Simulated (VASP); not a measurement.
# ZnCu (P4/mmm) in VASP: a series of runs

Runs on ZnCu. Level: PBE. Tasks: single point.

All numbers are computed with VASP 6.6.1; they aren't measurements. Logs are shortened: lines on timing, memory, paths and dates and some standing lists are left out, and cuts for length are marked.

### 1 The cell of the first run

It takes space group P4/mmm (No. 123, tetragonal). The conventional cell has a = 2.709 Å, b = 2.709 Å, c = 2.827 Å, α = 90.00°, β = 90.00°, γ = 90.00°. Zn (site symmetry 4/mmm) has 8 Cu at 2.38 Å and 6 Zn at 2.71 to 2.83 Å within 3.1 Å. Cu (site symmetry 4/mmm) has 8 Zn at 2.38 Å and 6 Cu at 2.71 to 2.83 Å within 3.1 Å.

### 2 Single point, PBE (strain -0.080 along x and y, -0.040 along z)

INCAR reads:

```
  PREC = Accurate
  ENCUT = 520
  EDIFF = 1E-6
  ISMEAR = 0
  SIGMA = 0.15
  LREAL = False
  LASPH = True
  NELM = 100
  ALGO = Fast
  ISIF = 2
  LWAVE = False
  LCHARG = False
  GGA = PE
  NBANDS = 18
```

KPOINTS reads:

```
regular mesh
0
Gamma
  16 16 16
```

POSCAR reads:

```
ZnCu
1.0
    2.7094000000      0.0000000000      0.0000000000
    0.0000000000      2.7094000000      0.0000000000
    0.0000000000      0.0000000000      2.8272000000
Zn Cu
1 1
Direct
    0.5000000000      0.5000000000      0.5000000000
    0.0000000000      0.0000000000      0.0000000000
```

Potentials or basis: VASP PAW PBE potentials, release 64 (Zn, Cu).

Launch:

```sh
$ cat potpaw_PBE.64/Zn/POTCAR potpaw_PBE.64/Cu/POTCAR > POTCAR
$ mpirun -np 1 vasp_std > vasp.out
```

OUTCAR:

```text
PREC = Accurate
   ENCUT = 520
   EDIFF = 1E-6
   ISMEAR = 0
   LREAL = False
   LASPH = True
   NELM = 100
   ISIF = 2
   GGA = PE

 ion  position               nearest neighbor table
   1  0.500  0.500  0.500-   2 2.38   2 2.38   2 2.38   2 2.38   2 2.38   2 2.38   2 2.38   2 2.38

   2  0.000  0.000  0.000-   1 2.38   1 2.38   1 2.38   1 2.38   1 2.38   1 2.38   1 2.38   1 2.38

  LATTYP: Found a simple tetragonal cell.
 ALAT       =     2.7094000000
 C/A-ratio  =     1.0434782609

  Lattice vectors:

 A1 = (   2.7094000000,   0.0000000000,   0.0000000000)
 A2 = (   0.0000000000,   2.7094000000,   0.0000000000)
 A3 = (   0.0000000000,   0.0000000000,   2.8272000000)

Analysis of symmetry for initial positions (statically):
=====================================================================
 Subroutine PRICEL returns:
 Original cell was already a primitive cell.

 Routine SETGRP: Setting up the symmetry group for a
 simple tetragonal supercell.

 Subroutine GETGRP returns: Found 16 space group operations
 (whereof 16 operations were pure point group operations)
 out of a pool of 16 trial point group operations.

The static configuration has the point symmetry D_4h.

Analysis of symmetry for dynamics (positions and initial velocities):
=====================================================================
 Subroutine PRICEL returns:
 Original cell was already a primitive cell.

 Routine SETGRP: Setting up the symmetry group for a
 simple tetragonal supercell.

 Subroutine GETGRP returns: Found 16 space group operations
 (whereof 16 operations were pure point group operations)
 out of a pool of 16 trial point group operations.

The dynamic configuration has the point symmetry D_4h.

 Subroutine INISYM returns: Found 16 space group operations
 (whereof 16 operations are pure point group operations),
 and found     1 'primitive' translations

----------------------------------------------------------------------------------------

                                     Primitive cell

  volume of cell :      20.7540

  direct lattice vectors                    reciprocal lattice vectors
     2.709400000  0.000000000  0.000000000     0.369085406  0.000000000  0.000000000
     0.000000000  2.709400000  0.000000000     0.000000000  0.369085406  0.000000000
     0.000000000  0.000000000  2.827200000     0.000000000  0.000000000  0.353706848

  length of vectors
     2.709400000  2.709400000  2.827200000     0.369085406  0.369085406  0.353706848

  position of ions in fractional coordinates (direct lattice)
     0.500000000  0.500000000  0.500000000
     0.000000000  0.000000000  0.000000000

  ion indices of the primitive-cell ions
   primitive index   ion index
                 1           1
                 2           2

----------------------------------------------------------------------------------------

 KPOINTS: regular mesh

Automatic generation of k-mesh.
 Grid dimensions read from file:
 generate k-points for:   16   16   16

 Generating k-lattice:

  Cartesian coordinates                     Fractional coordinates (reciprocal lattice)
     0.023067838  0.000000000  0.000000000     0.062500000  0.000000000  0.000000000
     0.000000000  0.023067838  0.000000000     0.000000000  0.062500000  0.000000000
     0.000000000  0.000000000  0.022106678     0.000000000  0.000000000  0.062500000

  Length of vectors
     0.023067838  0.023067838  0.022106678

  Shift w.r.t. Gamma in fractional coordinates (k-lattice)
     0.000000000  0.000000000  0.000000000

 Subroutine IBZKPT returns following result:
 ===========================================

 Found    405 irreducible k-points:

 Following reciprocal coordinates:
            Coordinates               Weight
  0.000000  0.000000  0.000000      1.000000
  0.062500  0.000000  0.000000      4.000000
  0.125000  0.000000  0.000000      4.000000
  0.187500  0.000000  0.000000      4.000000
  0.250000  0.000000  0.000000      4.000000
  0.312500  0.000000  0.000000      4.000000
[... 16 lines left out ...]
  0.437500  0.125000  0.000000      8.000000
  0.500000  0.125000  0.000000      4.000000
 [... further k-points ...]
   k-points           NKPTS =    405   k-points in BZ     NKDIM =    405   number of bands    NBANDS=     18
   number of dos      NEDOS =    301   number of ions     NIONS =      2
   total plane-waves  NPLWV =   9600
   dimension x,y,z NGX =    20 NGY =   20 NGZ =   24
   dimension x,y,z NGXF=    40 NGYF=   40 NGZF=   48
   ions per type =               1   1
   NGX,Y,Z   is equivalent  to a cutoff of  12.27, 12.27, 14.11 a.u.
   NGXF,Y,Z  is equivalent  to a cutoff of  24.54, 24.54, 28.23 a.u.
 SYSTEM =  unknown system
   PREC   = accura    normal or accurate (medium, high low for compatibility)
   ISTART =      0    job   : 0-new  1-cont  2-samecut
   ICHARG =      2    charge: 1-file 2-atom 10-const
   ISPIN  =      1    spin polarized calculation?
   LNONCOLLINEAR =      F non collinear calculations
   LSORBIT =      F    spin-orbit coupling
   LASPH  =      T    aspherical Exc in radial PAW
   ENCUT  =  520.0 eV  38.22 Ry    6.18 a.u.   5.04  5.04  5.26*2*pi/ulx,y,z
   NELM   =    100;   NELMIN=  2; NELMDL= -5     # of ELM steps
   EDIFF  = 0.1E-05   stopping-criterion for ELM
   LREAL  =      F    real-space projection
   EDIFFG = 0.1E-04   stopping-criterion for IOM
   NSW    =      0    number of steps for IOM
   IBRION =     -1    ionic relax: 0-MD 1-quasi-New 2-CG
   NFREE  =      0    steps in history (QN), initial steepest desc. (CG)
   ISIF   =      2    stress and relaxation
   ISYM   =      2    0-nonsym 1-usesym 2-fastsym
   POTIM  = 0.5000    time-step for ionic-motion
   TEBEG  =    0.0;   TEEND  =   0.0 temperature during run
   PSTRESS=    0.0 pullay stress
   NELECT =      23.0000    total number of electrons
   NUPDOWN=      -1.0000    fix difference up-down
   EMIN   =  10.00;   EMAX   =-10.00  energy-range for DOS
   EFERMI =   0.00;   METHOD = LEGACY
   ISMEAR =     0;   SIGMA  =   0.15  broadening in eV -4-tet -1-fermi 0-gaus
   EFERMI_NEDOS =   21; number of points for ismear=-14 and -15
   IALGO  =     68    algorithm
   IMIX   =      4    mixing-type and parameters
     AMIX     =   0.40;   BMIX     =  1.00
     AMIX_MAG =   1.60;   BMIX_MAG =  1.00
  volume/ion in A,a.u.               =      10.38        70.03
  Fermi-wavevector in a.u.,A,eV,Ry     =   1.694142  3.201464 39.050321  2.870118
  Thomas-Fermi vector in A             =   2.775421
   LORBIT       =      0    0 simple, 1 ext, 2 COOP (PROOUT), +10 PAW based schemes
   GGA     = PE    functional components
   LHFCALC =     F    Hartree Fock is set to
   AEXX    =    0.0000 exact exchange contribution
   IVDW    =     0    specifies the selected vdW correction
   LEPSILON=     F    determine dielectric tensor
   LRPA    =     F    only Hartree local field effects (RPA)
 non-spin polarized calculation
 RMM-DIIS sequential band-by-band and
 Gauss-broadening in eV      SIGMA  =   0.15
  energy-cutoff  :      520.00
  volume of cell :       20.75
 maximum number of plane-waves:       574
   NGX = 11   NGY = 11   NGZ = 11

 number of electron      23.0000008 magnetization

 Free energy of the ion-electron system (eV)
  ---------------------------------------------------
  ext. energy  EPLUGINS =         0.00000000
  ---------------------------------------------------
  free energy    TOTEN  =        -4.38614555 eV

  energy without entropy =       -4.38099622  energy(sigma->0) =       -4.38357088

 E-fermi :   7.8977     XC(G=0): -13.6113

 val. band max:        7.8957611894   @ k =   0.3750   0.3750   0.4375
 cond. band min:       7.9044532840   @ k =   0.3750   0.3125   0.1250
 fundamental gap:      0.0086920946
 Fermi energy:         7.8977125094

 k-point     1 :       0.0000    0.0000    0.0000
  band No.  band energies     occupation
      1      -4.3254      2.00000
      2      -0.9892      2.00000
      3      -0.9839      2.00000
      4       0.1171      2.00000
      5       0.1171      2.00000
      6       0.2040      2.00000
[... 10 lines left out ...]
     17      23.9180      0.00000
     18      32.6771      0.00000

 k-point     2 :       0.0625    0.0000    0.0000
  band No.  band energies     occupation
      1      -4.2407      2.00000
      2      -0.9708      2.00000
      3      -0.9625      2.00000
      4       0.1069      2.00000
      5       0.1235      2.00000
      6       0.1943      2.00000
[... 10 lines left out ...]
     17      24.3669      0.00000
     18      32.5626      0.00000

 k-point     3 :       0.1250    0.0000    0.0000
  band No.  band energies     occupation
      1      -3.9889      2.00000
      2      -0.9242      2.00000
      3      -0.8938      2.00000
      4       0.0780      2.00000
      5       0.1417      2.00000
      6       0.1666      2.00000
[... 10 lines left out ...]
     17      25.8625      0.00000
     18      31.0783      0.00000

 k-point     4 :       0.1875    0.0000    0.0000
  band No.  band energies     occupation
      1      -3.5779      2.00000
      2      -0.8535      2.00000
      3      -0.7858      2.00000
      4       0.0348      2.00000
      5       0.1253      2.00000
      6       0.1693      2.00000
[... 10 lines left out ...]
     17      28.1733      0.00000
     18      29.2601      0.00000

 k-point     5 :       0.2500    0.0000    0.0000
  band No.  band energies     occupation
      1      -3.0247      2.00000
      2      -0.7674      2.00000
      3      -0.6463      2.00000
      4      -0.0158      2.00000
      5       0.0769      2.00000
      6       0.2023      2.00000
[... 10 lines left out ...]
     17      27.6373      0.00000
     18      27.7028      0.00000

 k-point     6 :       0.3125    0.0000    0.0000
  band No.  band energies     occupation
      1      -2.3669      2.00000
      2      -0.6773      2.00000
      3      -0.4738      2.00000
      4      -0.0662      2.00000
      5       0.0288      2.00000
      6       0.2358      2.00000
[... 10 lines left out ...]
     17      25.8234      0.00000
     18      26.3137      0.00000

 k-point     7 :       0.3750    0.0000    0.0000
  band No.  band energies     occupation
      1      -1.6988      2.00000
      2      -0.5971      2.00000
      3      -0.2322      2.00000
      4      -0.1088      2.00000
      5      -0.0118      2.00000
      6       0.2646      2.00000
[... 10 lines left out ...]
     17      24.0791      0.00000
     18      25.1398      0.00000

 k-point     8 :       0.4375    0.0000    0.0000
  band No.  band energies     occupation
      1      -1.2192      2.00000
      2      -0.5407      2.00000
      3      -0.1371      2.00000
      4      -0.0388      2.00000
      5       0.1538      2.00000
      6       0.2841      2.00000
[... 10 lines left out ...]
     17      24.0442      0.00000
     18      24.0760      0.00000
[... 229 lines left out ...]
     17      26.8064      0.00000
     18      28.6543      0.00000

 k-point    20 :       0.2500    0.1250    0.0000
  band No.  band energies     occupation
      1      -2.7256      2.00000
      2      -0.7071      2.00000
      3      -0.5843      2.00000
      4      -0.0470      2.00000
      5       0.0496      2.00000
      6       0.1532      2.00000
[... 10 lines left out ...]
     17      25.7328      0.00000
     18      27.9379      0.00000

 k-point    21 :       0.3125    0.1250    0.0000
  band No.  band energies     occupation
      1      -2.1046      2.00000
      2      -0.6288      2.00000
      3      -0.4550      2.00000
      4      -0.0992      2.00000
      5       0.0696      2.00000
      6       0.1611      2.00000
[... 10 lines left out ...]
     17      26.1023      0.00000
     18      26.3266      0.00000

 k-point    22 :       0.3750    0.1250    0.0000
  band No.  band energies     occupation
      1      -1.4971      2.00000
      2      -0.5593      2.00000
      3      -0.3935      2.00000
      4      -0.1435      2.00000
      5       0.1674      2.00000
      6       0.2673      2.00000
[... 10 lines left out ...]
     17      24.3588      0.00000
     18      25.5706      0.00000

 k-point    23 :       0.4375    0.1250    0.0000
  band No.  band energies     occupation
      1      -1.0657      2.00000
      2      -0.5071      2.00000
      3      -0.4167      2.00000
      4      -0.1731      2.00000
      5       0.1714      2.00000
      6       0.7240      2.00000
[... 10 lines left out ...]
     17      22.7229      0.00000
     18      24.4724      0.00000

 k-point    24 :       0.5000    0.1250    0.0000
  band No.  band energies     occupation
      1      -0.9137      2.00000
      2      -0.4681      2.00000
      3      -0.4634      2.00000
      4      -0.1835      2.00000
      5       0.1727      2.00000
      6       1.0977      2.00000
[... 10 lines left out ...]
     17      22.8925      0.00000
     18      23.8472      0.00000

 [... further k-points ...]

------------------------ aborting loop because EDIFF is reached ----------------------------------------

  FORCE on cell =-STRESS in cart. coord.  units (eV):
  Direction    XX          YY          ZZ          XY          YZ          ZX
  --------------------------------------------------------------------------------------
  -------------------------------------------------------------------------------------
  Total        6.0927343      6.0927343      6.0422129      0.0000000      0.0000000      0.0000000
  in kB      470.3487951    470.3487951    466.4486264      0.0000000      0.0000000      0.0000000
  external PRESSURE =     469.0487389 kB  Pullay stress =       0.0000000 kB

 VOLUME and BASIS-vectors are now :
 -----------------------------------------------------------------------------
  energy-cutoff  :      520.00
  volume of cell :       20.75
      direct lattice vectors                 reciprocal lattice vectors
     2.709400000  0.000000000  0.000000000     0.369085406  0.000000000  0.000000000
     0.000000000  2.709400000  0.000000000     0.000000000  0.369085406  0.000000000
     0.000000000  0.000000000  2.827200000     0.000000000  0.000000000  0.353706848

 POSITION                                       TOTAL-FORCE (eV/Angst)
 -----------------------------------------------------------------------------------
      1.35470      1.35470      1.41360         0.000000      0.000000      0.000000
      0.00000      0.00000      0.00000         0.000000      0.000000      0.000000
 -----------------------------------------------------------------------------------
    total drift:                               -0.000000      0.000000      0.000000

  FREE ENERGIE OF THE ION-ELECTRON SYSTEM (eV)
  ---------------------------------------------------
  free  energy   TOTEN  =        -4.3861455476 eV

  energy  without entropy=       -4.3809962205  energy(sigma->0) =       -4.38357088
```

It took 2 min on 1 thread of AMD EPYC 7R13 (Zen 3), shared host; peak memory 0.22 GiB.

What came out:

```yaml
Free_energy: -4.3861 eV
Pressure: 46.9 GPa
Band_gap_on_the_k_mesh: zero (an odd number of electrons rules out a gap without spin polarisation)
```

Levels at points of the mesh, in eV from the Fermi level:
| k point | band 9 | band 10 | band 11 | band 12 | band 13 | band 14 | band 15 | band 16 |
| --- | --- | --- | --- | --- | --- | --- | --- | --- |
| (0.00, 0.00, 0.00) | -3.27 | -3.27 | -3.22 | 5.78 | 7.50 | 7.50 | 11.93 | 13.02 |
| (0.50, 0.00, 0.00) | -4.21 | -4.01 | -3.43 | -2.20 | 12.71 | 13.18 | 14.27 | 14.34 |
| (0.50, 0.50, 0.00) | -3.43 | -2.92 | -2.48 | -2.48 | 2.97 | 3.24 | 15.39 | 16.35 |
| (0.00, 0.00, 0.50) | -4.00 | -4.00 | -3.36 | -2.56 | 13.76 | 13.76 | 14.37 | 14.37 |
| (0.50, 0.00, 0.50) | -3.36 | -3.02 | -2.88 | -2.78 | 2.49 | 2.74 | 16.68 | 17.50 |
| (0.50, 0.50, 0.50) | -3.02 | -2.89 | 4.71 | 4.71 | 4.91 | 4.99 | 4.99 | 5.38 |

Caveat: the cell differs from its parent crystal (strain -0.080 along x and y, -0.040 along z); the cell stands under pressure.

(Part 1 of 2 ends here.)
